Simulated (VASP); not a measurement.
# Pd (Fm-3m) in VASP: a series of runs, part 2 of 2

VASP 6.6.1. Earlier steps stand in the parts before.

**5. Single point, BHLYP**

This run uses another cell than the first one, of 15.64 Å³/atom, 1.060 times its volume.

File POSCAR:

```
Pd
1.0
    0.0000000000      1.9846763588      1.9846763588
    1.9846763588      0.0000000000      1.9846763588
    1.9846763588      1.9846763588      0.0000000000
Pd
1
Direct
    0.0000000000      0.0000000000      0.0000000000
```

File INCAR.step1:

```
PREC = Accurate
ENCUT = 520
EDIFF = 1E-5
ISMEAR = -1
SIGMA = 0.05
LREAL = False
LASPH = True
NELM = 60
ALGO = Normal
ISIF = 2
LWAVE = True
LCHARG = False
NBANDS = 11
GGA = PE
```

File INCAR.step2:

```
PREC = Accurate
ENCUT = 520
EDIFF = 1E-7
ISMEAR = -1
SIGMA = 0.05
LREAL = False
LASPH = True
NELM = 60
ALGO = Normal
ISIF = 2
LWAVE = False
LCHARG = False
GGA = B5
LHFCALC = True
AEXX = 0.5
ALDAX = 0.5
AGGAX = 0.5
AGGAC = 1.0
ALDAC = 0.0
PRECFOCK = Normal
NBANDS = 11
ISTART = 1
```

File KPOINTS:

```
regular mesh
0
Gamma
  6 6 6
```

Potentials or basis: VASP PAW PBE potentials, release 64 (Pd).

Launch:

```console
> cat potpaw_PBE.64/Pd/POTCAR > POTCAR
> cp INCAR.step1 INCAR
> mpirun -np 1 vasp_std > vasp.out
> cp INCAR.step2 INCAR
> mpirun -np 1 vasp_std > vasp.out
```

OUTCAR:

```text
PREC = Accurate
   ENCUT = 520
   EDIFF = 1E-7
   ISMEAR = -1
   LREAL = False
   LASPH = True
   NELM = 60
   ISIF = 2
   GGA = B5
   LHFCALC = True
   AEXX = 0.5
   PRECFOCK = Normal
   ISTART = 1

 ion  position               nearest neighbor table
   1  0.000  0.000  0.000-

  LATTYP: Found a face centered cubic cell.
 ALAT       =     3.9693527176

  Lattice vectors:

 A1 = (   0.0000000000,   1.9846763588,   1.9846763588)
 A2 = (   1.9846763588,   0.0000000000,   1.9846763588)
 A3 = (   1.9846763588,   1.9846763588,   0.0000000000)

Analysis of symmetry for initial positions (statically):
[... 33 lines left out ...]
                                     Primitive cell

  volume of cell :      15.6350

  direct lattice vectors                    reciprocal lattice vectors
     0.000000000  1.984676359  1.984676359    -0.251930244  0.251930244  0.251930244
     1.984676359  0.000000000  1.984676359     0.251930244 -0.251930244  0.251930244
     1.984676359  1.984676359  0.000000000     0.251930244  0.251930244 -0.251930244

  length of vectors
     2.806756224  2.806756224  2.806756224     0.436355983  0.436355983  0.436355983

  position of ions in fractional coordinates (direct lattice)
     0.000000000  0.000000000  0.000000000

  ion indices of the primitive-cell ions
   primitive index   ion index
                 1           1

----------------------------------------------------------------------------------------

 KPOINTS: regular mesh

Automatic generation of k-mesh.
 Grid dimensions read from file:
 generate k-points for:    6    6    6

 Generating k-lattice:

  Cartesian coordinates                     Fractional coordinates (reciprocal lattice)
    -0.041988374  0.041988374  0.041988374     0.166666667  0.000000000  0.000000000
     0.041988374 -0.041988374  0.041988374     0.000000000  0.166666667  0.000000000
     0.041988374  0.041988374 -0.041988374     0.000000000  0.000000000  0.166666667

  Length of vectors
     0.072725997  0.072725997  0.072725997

  Shift w.r.t. Gamma in fractional coordinates (k-lattice)
     0.000000000  0.000000000  0.000000000

 Subroutine IBZKPT returns following result:
 ===========================================

 Found     16 irreducible k-points:

 Following reciprocal coordinates:
            Coordinates               Weight
  0.000000  0.000000  0.000000      1.000000
  0.166667  0.000000  0.000000      8.000000
  0.333333  0.000000  0.000000      8.000000
  0.500000  0.000000  0.000000      4.000000
  0.166667  0.166667  0.000000      6.000000
  0.333333  0.166667  0.000000     24.000000
[... 8 lines left out ...]
 -0.333333  0.333333  0.166667     24.000000
 -0.333333  0.500000  0.166667     12.000000
   k-points           NKPTS =     16   k-points in BZ     NKDIM =    216   number of bands    NBANDS=     11
   number of dos      NEDOS =    301   number of ions     NIONS =      1
   total plane-waves  NPLWV =  13824
   dimension x,y,z NGX =    24 NGY =   24 NGZ =   24
   dimension x,y,z NGXF=    48 NGYF=   48 NGZF=   48
   ions per type =               1
   NGX,Y,Z   is equivalent  to a cutoff of  14.22, 14.22, 14.22 a.u.
   NGXF,Y,Z  is equivalent  to a cutoff of  28.43, 28.43, 28.43 a.u.
 SYSTEM =  unknown system
   PREC   = accura    normal or accurate (medium, high low for compatibility)
   ISTART =      1    job   : 0-new  1-cont  2-samecut
   ICHARG =      0    charge: 1-file 2-atom 10-const
   ISPIN  =      1    spin polarized calculation?
   LNONCOLLINEAR =      F non collinear calculations
   LSORBIT =      F    spin-orbit coupling
   LASPH  =      T    aspherical Exc in radial PAW
   ENCUT  =  520.0 eV  38.22 Ry    6.18 a.u.   5.22  5.22  5.22*2*pi/ulx,y,z
   NELM   =     60;   NELMIN=  2; NELMDL=  0     # of ELM steps
   EDIFF  = 0.1E-06   stopping-criterion for ELM
   LREAL  =      F    real-space projection
   EDIFFG = 0.1E-05   stopping-criterion for IOM
   NSW    =      0    number of steps for IOM
   IBRION =     -1    ionic relax: 0-MD 1-quasi-New 2-CG
   NFREE  =      0    steps in history (QN), initial steepest desc. (CG)
   ISIF   =      2    stress and relaxation
   ISYM   =      3    0-nonsym 1-usesym 2-fastsym
   POTIM  = 0.5000    time-step for ionic-motion
   TEBEG  =    0.0;   TEEND  =   0.0 temperature during run
   PSTRESS=    0.0 pullay stress
   NELECT =      10.0000    total number of electrons
   NUPDOWN=      -1.0000    fix difference up-down
   EMIN   =  10.00;   EMAX   =-10.00  energy-range for DOS
   EFERMI =   0.00;   METHOD = LEGACY
   ISMEAR =    -1;   SIGMA  =   0.05  broadening in eV -4-tet -1-fermi 0-gaus
   EFERMI_NEDOS =   21; number of points for ismear=-14 and -15
   IALGO  =     38    algorithm
   IMIX   =      1    mixing-type and parameters
     AMIX     =   0.40;   BMIX     =  1.00
     AMIX_MAG =   1.60;   BMIX_MAG =  1.00
  volume/ion in A,a.u.               =      15.64       105.51
  Fermi-wavevector in a.u.,A,eV,Ry     =   1.410507  2.665471 27.069185  1.989529
  Thomas-Fermi vector in A             =   2.532453
   LORBIT       =      0    0 simple, 1 ext, 2 COOP (PROOUT), +10 PAW based schemes
   GGA     = B5    functional components
   LHFCALC =     T    Hartree Fock is set to
   PRECFOCK=normal    Normal, Fast or Accurate (Low or Medium for compatibility)
   ENCUT4O =  -1.0   cutoff for four orbital integrals eV
   NKREDX  =     1    reduce k-point grid by
   NKREDY  =     1    reduce k-point grid by
   NKREDZ  =     1    reduce k-point grid by
   AEXX    =    0.5000 exact exchange contribution
   HFSCREEN=    0.0000 screening length (either q_TF or 0.3 A-1)
   HFSCREENC=   0.0000 screening length for correlation (either q_TF or 0.3 A-1)
   ENCUTFOCK=  -1.0 apply spherical cutoff to Coloumb kernel
   IVDW    =     0    specifies the selected vdW correction
   LEPSILON=     F    determine dielectric tensor
   LRPA    =     F    only Hartree local field effects (RPA)
 non-spin polarized calculation
  energy-cutoff  :      520.00
  volume of cell :       15.64
 maximum number of plane-waves:       444
 NGX is ok and might be reduce to    24
  NGX = 16; NGY = 16; NGZ = 16

 number of electron      10.0000001 magnetization

 Free energy of the ion-electron system (eV)
  ---------------------------------------------------
  ext. energy  EPLUGINS =         0.00000000
  ---------------------------------------------------
  free energy    TOTEN  =        -7.08283294 eV

  energy without entropy =       -7.07612338  energy(sigma->0) =       -7.07947816

 E-fermi :   7.6654     XC(G=0):  -6.6477

 val. band max:        7.1135234394   @ k =   0.3333   0.1667   0.0000
 cond. band min:       7.7097505086   @ k =   0.5000   0.1667   0.0000
 fundamental gap:      0.5962270693
 Fermi energy:         7.6653894029

 k-point     1 :       0.0000    0.0000    0.0000
  band No.  band energies     occupation
      1      -0.0452      2.00000
      2       3.4288      2.00000
      3       3.4288      2.00000
      4       3.4288      2.00000
      5       4.6900      2.00000
      6       4.6900      2.00000
      7      29.2204      0.00000
      8      33.9086      0.00000
      9      33.9086      0.00000
     10      33.9086      0.00000
     11      39.0769      0.00000

 k-point     2 :       0.1667    0.0000    0.0000
  band No.  band energies     occupation
      1       1.0253      2.00000
      2       3.3471      2.00000
      3       3.6888      2.00000
      4       3.6888      2.00000
      5       4.7296      2.00000
      6       4.7296      2.00000
      7      29.0638      0.00000
      8      30.4838      0.00000
      9      34.8940      0.00000
     10      34.8940      0.00000
     11      38.2889      0.00000
[... 183 lines left out ...]
 k-point    16 :      -0.3333    0.5000    0.1667
  band No.  band energies     occupation
      1       1.3760      2.00000
      2       1.9943      2.00000
      3       4.7935      2.00000
      4       5.2220      2.00000
      5       8.8079      0.00000
      6      17.6431      0.00000
      7      21.8216      0.00000
      8      22.3996      0.00000
      9      23.2151      0.00000
     10      35.6121      0.00000
     11      38.0745      0.00000

------------------------ aborting loop because EDIFF is reached ----------------------------------------

  FORCE on cell =-STRESS in cart. coord.  units (eV):
  Direction    XX          YY          ZZ          XY          YZ          ZX
  --------------------------------------------------------------------------------------
  -------------------------------------------------------------------------------------
  Total       -0.2428234     -0.2428234     -0.2428234     -0.0000000      0.0000000      0.0000000
  in kB      -24.8829608    -24.8829608    -24.8829608     -0.0000000      0.0000000      0.0000000
  external PRESSURE =     -24.8829608 kB  Pullay stress =       0.0000000 kB

 VOLUME and BASIS-vectors are now :
 -----------------------------------------------------------------------------
  energy-cutoff  :      520.00
  volume of cell :       15.64
      direct lattice vectors                 reciprocal lattice vectors
     0.000000000  1.984676359  1.984676359    -0.251930244  0.251930244  0.251930244
     1.984676359  0.000000000  1.984676359     0.251930244 -0.251930244  0.251930244
     1.984676359  1.984676359  0.000000000     0.251930244  0.251930244 -0.251930244

 POSITION                                       TOTAL-FORCE (eV/Angst)
 -----------------------------------------------------------------------------------
      0.00000      0.00000      0.00000         0.000000      0.000000      0.000000
 -----------------------------------------------------------------------------------
    total drift:                               -0.000000      0.000000     -0.000000

  FREE ENERGIE OF THE ION-ELECTRON SYSTEM (eV)
  ---------------------------------------------------
  free  energy   TOTEN  =        -7.0828329437 eV

  energy  without entropy=       -7.0761233783  energy(sigma->0) =       -7.07947816
```

OUTCAR.step1:

```text
PREC = Accurate
   ENCUT = 520
   EDIFF = 1E-5
   ISMEAR = -1
   LREAL = False
[... 429 lines left out ...]

 POSITION                                       TOTAL-FORCE (eV/Angst)
 -----------------------------------------------------------------------------------
      0.00000      0.00000      0.00000        -0.000000      0.000000      0.000000
 -----------------------------------------------------------------------------------
    total drift:                               -0.000000     -0.000000     -0.000000

  FREE ENERGIE OF THE ION-ELECTRON SYSTEM (eV)
  ---------------------------------------------------
  free  energy   TOTEN  =        -5.2255240254 eV

  energy  without entropy=       -5.2044932867  energy(sigma->0) =       -5.21500866
```

It took 11 min on 1 thread of AMD EPYC 7R13 (Zen 3), shared host; peak memory 0.12 GiB.

What came out:

```
Free energy            : -7.0828 eV
Pressure               : -2.5 GPa
Band gap on the k mesh : zero (band 5 reaches 8.96 eV, above the bottom of band 6 at 4.69 eV)
```

Levels at points of the mesh, in eV from the Fermi level:
```
           k point  band 3  band 4  band 5  band 6  band 7  band 8
(0.00, 0.00, 0.00)   -4.24   -4.24   -2.98   -2.98   21.56   26.24
(0.50, 0.00, 0.00)   -4.50   -0.89   -0.89    3.65   10.66   20.81
(0.50, 0.50, 0.00)   -1.56    1.30    1.30    6.39   14.31   17.08
```

Caveat: the k points lie up to 0.46 Å⁻¹ apart; the PAW data sets were made with another functional, which shifts forces and pressure a little.

**6. Single point, BHLYP**

File POSCAR:

```
Pd
1.0
    0.0000000000      1.9465000000      1.9465000000
    1.9465000000      0.0000000000      1.9465000000
    1.9465000000      1.9465000000      0.0000000000
Pd
1
Direct
    0.0000000000      0.0000000000      0.0000000000
```

INCAR.step1: that of step 5 with these lines changed.

```diff
@@ -11,3 +11,2 @@
 LWAVE = True
-LCHARG = False
 NBANDS = 11
```

INCAR.step2: that of step 5 with these lines changed.

```diff
@@ -11,3 +11,3 @@
 LWAVE = False
-LCHARG = False
+LCHARG = True
 GGA = B5
@@ -20,2 +20,4 @@
 PRECFOCK = Normal
+LELF = True
+LVHAR = True
 NBANDS = 11
```

File KPOINTS:

```
Automatic mesh
0
Gamma
  7 7 7
```

Potentials or basis: VASP PAW PBE potentials, release 64 (Pd).

Launch:

```console
> cat potpaw_PBE.64/Pd/POTCAR > POTCAR
> cp INCAR.step1 INCAR
> mpirun -np 1 vasp_std > vasp.out
> cp INCAR.step2 INCAR
> mpirun -np 1 vasp_std > vasp.out
```

Wall time 17 min (1 thread of AMD EPYC 7R13 (Zen 3), shared host); peak memory 0.11 GiB.

It converged, with:

- Free energy: -7.2331 eV
- Pressure: 9.7 GPa
- Band gap on the k mesh: zero (band 5 reaches 9.78 eV, above the bottom of band 6 at 5.65 eV)

Levels at points of the mesh, in eV from the Fermi level:
```tsv
k point	band 1	band 2	band 3	band 4	band 5	band 6	band 7	band 8	band 9	band 10
(0.00, 0.00, 0.00)	-8.68	-4.99	-4.99	-4.99	-3.58	-3.58	21.03	26.06	26.06	26.06
```

Caveat: the k points lie up to 0.40 Å⁻¹ apart; the PAW data sets were made with another functional, which shifts forces and pressure a little.

**7. The runs side by side**

```tsv
level	cell	k mesh	cutoff (eV)	grid for exact exchange (PRECFOCK)	gap on the mesh (eV)	pressure (GPa)
PBE0	a = 2.753 Å, angles 60.0°, 1 atom	8 × 8 × 8	520	Normal	none	2.9
PBE	a = 2.753 Å, angles 60.0°, 1 atom	17 × 17 × 17	500	-	none	6.9
BHLYP	a = 2.789 Å, angles 60.0°, 1 atom	6 × 6 × 6	520	Normal	none	0.4
BHLYP	a = 2.807 Å, angles 60.0°, 1 atom	6 × 6 × 6	520	Normal	none	-2.5
BHLYP	a = 2.753 Å, angles 60.0°, 1 atom	7 × 7 × 7	520	Normal	none	9.7
```

Alike in all rows: task single point; potentials or basis VASP PAW PBE potentials, release 64 (Pd); no spin polarisation; smearing fermi-dirac 0.05 eV.

Caveats: some runs use coarse meshes; the PAW data sets were made with another functional, which shifts forces and pressure a little (some runs).

Total energies depend on the potentials used, so only differences within one code and one set of settings carry meaning.
